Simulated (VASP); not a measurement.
# Cu (P6_3/mmc) in VASP: further runs

Cu is run at these levels: r2SCAN+U, r2SCAN; tasks: single point, relaxation of shape and atoms at fixed volume.

All numbers are computed with VASP 6.6.1; they aren't measurements. Logs are shortened: lines on timing, memory, paths and dates and some standing lists are left out, and cuts for length are marked.

## 1. The cell of the first run

Symmetry: P6_3/mmc, No. 194, hexagonal system. Conventional cell: a = 2.545 Å, b = 2.545 Å, c = 4.151 Å, α = 90.00°, β = 90.00°, γ = 120.00°. Within 3.4 Å of Cu (site symmetry -6m2) lie 12 Cu at 2.54 to 2.55 Å.

This isn't the form of Cu at room conditions, which is fcc.

## 2. Single point, r2SCAN+U

POSCAR

```
Cu
1.0
    2.5451275100      0.0000000000      0.0000000000
   -1.2725637550      2.2041450795      0.0000000000
    0.0000000000      0.0000000000      4.1506644098
Cu
2
Direct
    0.3333333333      0.6666666667      0.2500000000
    0.6666666667      0.3333333333      0.7500000000
```

INCAR.step1

```
PREC     = Accurate       # precision mode
ENCUT    = 520            # plane-wave cutoff, eV
ISMEAR   = 0              # smearing method
SIGMA    = 0.1            # smearing width, eV
LREAL    = False          # projectors in reciprocal space
LASPH    = True           # aspherical terms in the spheres
NELM     = 150            # most SCF steps
LMAXMIX  = 4              # l up to which the mixer works
LDAU     = True           # DFT+U
LDAUTYPE = 2            
LDAUL    = 2              # shell
LDAUU    = 5              # U, eV
LDAUJ    = 0            
NBANDS   = 18             # bands
GGA      = PE             # functional
ALGO     = Normal         # electronic algorithm
EDIFF    = 1E-4           # SCF threshold, eV
LWAVE    = True           # write WAVECAR
LCHARG   = False          # write CHGCAR
```

INCAR.step2

```
PREC     = Accurate       # precision mode
ENCUT    = 520            # plane-wave cutoff, eV
EDIFF    = 1E-7           # SCF threshold, eV
ISMEAR   = 0              # smearing method
SIGMA    = 0.1            # smearing width, eV
LREAL    = False          # projectors in reciprocal space
LASPH    = True           # aspherical terms in the spheres
NELM     = 150            # most SCF steps
ALGO     = Normal         # electronic algorithm
ISIF     = 2              # what is computed and relaxed
LWAVE    = False          # write WAVECAR
LCHARG   = False          # write CHGCAR
LMAXMIX  = 4              # l up to which the mixer works
LDAU     = True           # DFT+U
LDAUTYPE = 2            
LDAUL    = 2              # shell
LDAUU    = 5              # U, eV
LDAUJ    = 0            
LDAUPRINT= 1            
METAGGA  = R2SCAN         # meta-GGA
LMIXTAU  = True         
NBANDS   = 18             # bands
ISTART   = 1
```

KPOINTS

```
Automatic mesh
0
Gamma
  18 18 10
```

Potentials or basis: VASP PAW PBE potentials, release 64 (Cu).

Run with:

```bash
> cat potpaw_PBE.64/Cu/POTCAR > POTCAR
> cp INCAR.step1 INCAR
> mpirun -np 1 vasp_std > vasp.out
> cp INCAR.step2 INCAR
> mpirun -np 1 vasp_std > vasp.out
```

OUTCAR:

```text
PREC = Accurate
   ENCUT = 520
   EDIFF = 1E-7
   ISMEAR = 0
   LREAL = False
   LASPH = True
   NELM = 150
   ISIF = 2
   METAGGA = R2SCAN
   ISTART = 1

 ion  position               nearest neighbor table
   1  0.333  0.667  0.250-   2 2.54   2 2.54   2 2.54   2 2.54   2 2.54   2 2.54
   2  0.667  0.333  0.750-   1 2.54   1 2.54   1 2.54   1 2.54   1 2.54   1 2.54

  LATTYP: Found a hexagonal cell.
 ALAT       =     2.5451275100
 C/A-ratio  =     1.6308276868

  Lattice vectors:

 A1 = (   2.5451275100,   0.0000000000,   0.0000000000)
 A2 = (  -1.2725637550,   2.2041450795,   0.0000000000)
 A3 = (   0.0000000000,   0.0000000000,   4.1506644098)

Analysis of symmetry for initial positions (statically):
=====================================================================
 Subroutine PRICEL returns:
 Original cell was already a primitive cell.

 Routine SETGRP: Setting up the symmetry group for a
 hexagonal supercell.

 Subroutine GETGRP returns: Found 24 space group operations
 (whereof 12 operations were pure point group operations)
 out of a pool of 24 trial point group operations.

The static configuration has the point symmetry D_3d.
 The point group associated with its full space group is D_6h.

Analysis of symmetry for dynamics (positions and initial velocities):
=====================================================================
 Subroutine PRICEL returns:
 Original cell was already a primitive cell.

 Routine SETGRP: Setting up the symmetry group for a
 hexagonal supercell.

 Subroutine GETGRP returns: Found 24 space group operations
 (whereof 12 operations were pure point group operations)
 out of a pool of 24 trial point group operations.

The dynamic configuration has the point symmetry D_3d.
 The point group associated with its full space group is D_6h.

 Subroutine INISYM returns: Found 24 space group operations
 (whereof 12 operations are pure point group operations),
 and found     1 'primitive' translations

----------------------------------------------------------------------------------------

                                     Primitive cell
[... 176 lines left out ...]
  0.0000 -0.0000 -0.0000  0.9419 -0.0000
  0.0000 -0.0000 -0.0000 -0.0000  0.9391

spin component  2

  0.9391  0.0000  0.0000  0.0000  0.0000
  0.0000  0.9419 -0.0000 -0.0000 -0.0000
  0.0000 -0.0000  0.9355 -0.0000 -0.0000
  0.0000 -0.0000 -0.0000  0.9419 -0.0000
  0.0000 -0.0000 -0.0000 -0.0000  0.9391

 occupancies and eigenvectors

  o =  0.9355  v =  0.0000  0.0000 -1.0000 -0.0000 -0.0000  0.0000  0.0000  0.0000  0.0000  0.0000      0.0000  0.0000  0.0000  0.0000  0.0000  0.0000  0.0000  0.0000  0.0000  0.0000
  o =  0.9355  v =  0.0000  0.0000  0.0000  0.0000  0.0000  0.0000  0.0000 -1.0000 -0.0000 -0.0000      0.0000  0.0000  0.0000  0.0000  0.0000  0.0000  0.0000  0.0000  0.0000  0.0000
  o =  0.9391  v =  1.0000  0.0000  0.0000  0.0000  0.0000  0.0000  0.0000  0.0000  0.0000  0.0000      0.0000  0.0000  0.0000  0.0000  0.0000  0.0000  0.0000  0.0000  0.0000  0.0000
  o =  0.9391  v =  0.0000  0.0000  0.0000  0.0000  0.0000  1.0000  0.0000  0.0000  0.0000  0.0000      0.0000  0.0000  0.0000  0.0000  0.0000  0.0000  0.0000  0.0000  0.0000  0.0000
  o =  0.9391  v =  0.0000  0.0000  0.0000  0.0000  0.0000  0.0000  0.0000  0.0000  0.0000 -1.0000      0.0000  0.0000  0.0000  0.0000  0.0000  0.0000  0.0000  0.0000  0.0000  0.0000
  o =  0.9391  v =  0.0000  0.0000  0.0000  0.0000 -1.0000  0.0000  0.0000  0.0000  0.0000  0.0000      0.0000  0.0000  0.0000  0.0000  0.0000  0.0000  0.0000  0.0000  0.0000  0.0000
  o =  0.9419  v =  0.0000  1.0000  0.0000 -0.0000  0.0000  0.0000  0.0000  0.0000  0.0000  0.0000      0.0000  0.0000  0.0000  0.0000  0.0000  0.0000  0.0000  0.0000  0.0000  0.0000
  o =  0.9419  v =  0.0000  0.0000  0.0000  0.0000  0.0000  0.0000  1.0000  0.0000 -0.0000  0.0000      0.0000  0.0000  0.0000  0.0000  0.0000  0.0000  0.0000  0.0000  0.0000  0.0000
  o =  0.9419  v =  0.0000  0.0000  0.0000  0.0000  0.0000  0.0000  0.0000  0.0000  1.0000  0.0000      0.0000  0.0000  0.0000  0.0000  0.0000  0.0000  0.0000  0.0000  0.0000  0.0000
  o =  0.9419  v =  0.0000  0.0000  0.0000  1.0000  0.0000  0.0000  0.0000  0.0000  0.0000  0.0000      0.0000  0.0000  0.0000  0.0000  0.0000  0.0000  0.0000  0.0000  0.0000  0.0000

 number of electron      21.9999987 magnetization

 Free energy of the ion-electron system (eV)
  ---------------------------------------------------
  ext. energy  EPLUGINS =         0.00000000
  ---------------------------------------------------
  free energy    TOTEN  =       -18.40156847 eV

  energy without entropy =      -18.39803197  energy(sigma->0) =      -18.39980022

 E-fermi :   7.1009     XC(G=0): -13.6134

 val. band max:        7.0953920065   @ k =   0.3889   0.1111   0.3000
 cond. band min:       7.1307456703   @ k =   0.5000   0.0000   0.0000
 fundamental gap:      0.0353536638
 Fermi energy:         7.1008831149

 k-point     1 :       0.0000    0.0000    0.0000
  band No.  band energies     occupation
      1      -2.0260      2.00000
      2       1.2023      2.00000
      3       3.0020      2.00000
      4       3.0454      2.00000
      5       3.0456      2.00000
      6       3.2587      2.00000
[... 481 lines left out ...]
      5       3.1371      2.00000
      6       3.1443      2.00000
[... 10 lines left out ...]
     17      20.4858      0.00000
     18      26.7444      0.00000

 [... further k-points ...]

------------------------ aborting loop because EDIFF is reached ----------------------------------------

  FORCE on cell =-STRESS in cart. coord.  units (eV):
  Direction    XX          YY          ZZ          XY          YZ          ZX
  --------------------------------------------------------------------------------------
  -------------------------------------------------------------------------------------
  Total       -0.5388667     -0.5388667     -0.4977888     -0.0000000      0.0000000      0.0000000
  in kB      -37.0787064    -37.0787064    -34.2521892     -0.0000000      0.0000000      0.0000000
  external PRESSURE =     -36.1365340 kB  Pullay stress =       0.0000000 kB

 VOLUME and BASIS-vectors are now :
 -----------------------------------------------------------------------------
  energy-cutoff  :      520.00
  volume of cell :       23.28
      direct lattice vectors                 reciprocal lattice vectors
     2.545127510  0.000000000  0.000000000     0.392907623  0.226845322  0.000000000
    -1.272563755  2.204145079  0.000000000     0.000000000  0.453690644  0.000000000
     0.000000000  0.000000000  4.150664410     0.000000000  0.000000000  0.240925284

 POSITION                                       TOTAL-FORCE (eV/Angst)
 -----------------------------------------------------------------------------------
     -0.00000      1.46943      1.03767         0.000000     -0.000000     -0.000000
      1.27256      0.73472      3.11300        -0.000000      0.000000      0.000000
 -----------------------------------------------------------------------------------
    total drift:                               -0.000000      0.000000     -0.000000

  FREE ENERGIE OF THE ION-ELECTRON SYSTEM (eV)
  ---------------------------------------------------
  free  energy   TOTEN  =       -18.4015684712 eV

  energy  without entropy=      -18.3980319681  energy(sigma->0) =      -18.39980022
```

It took 2.3 min on 1 thread of Intel Xeon 6975P-C (Granite Rapids), shared host; peak memory 0.2 GiB.

What came out:

| Quantity | Value |
| --- | --- |
| Free energy | -18.4016 eV |
| Pressure | -3.6 GPa |
| Band gap on the k mesh | zero (bands 11 and 12 overlap by 7.58 eV) |

Levels at points of the mesh, in eV from the Fermi level:
| k point | band 7 | band 8 | band 9 | band 10 | band 11 | band 12 | band 13 | band 14 | band 15 | band 16 |
| --- | --- | --- | --- | --- | --- | --- | --- | --- | --- | --- |
| (0.00, 0.00, 0.00) | -3.84 | -3.57 | -3.57 | -2.79 | -2.79 | -0.46 | 4.16 | 22.54 | 23.23 | 23.23 |
| (0.50, 0.00, 0.00) | -3.59 | -2.67 | -2.64 | -2.57 | 0.03 | 1.76 | 8.54 | 9.15 | 10.97 | 11.88 |
| (0.00, 0.00, 0.50) | -4.11 | -4.11 | -3.02 | -3.02 | -3.02 | -3.02 | 13.28 | 13.28 | 23.43 | 23.43 |
| (0.50, 0.00, 0.50) | -2.83 | -2.83 | -2.61 | -2.61 | 0.99 | 0.99 | 5.29 | 5.29 | 17.38 | 17.38 |

Eigenvalues of the final occupation matrices:
```csv
site,spin,trace,eigenvalues
site 1 d,1,4.70,0.94 0.94 0.94 0.94 0.94
site 1 d,2,4.70,0.94 0.94 0.94 0.94 0.94
site 2 d,1,4.70,0.94 0.94 0.94 0.94 0.94
site 2 d,2,4.70,0.94 0.94 0.94 0.94 0.94
```

Caveat: the cell stands under tension; the PAW data sets were made with another functional, which shifts forces and pressure a little; U without spin polarisation on a metal has little footing; the U is typed as a test and isn't derived for this compound.

[end of part 1 of 2]

The gap in the log of VASP goes by the Fermi energy; the results here count the filled bands.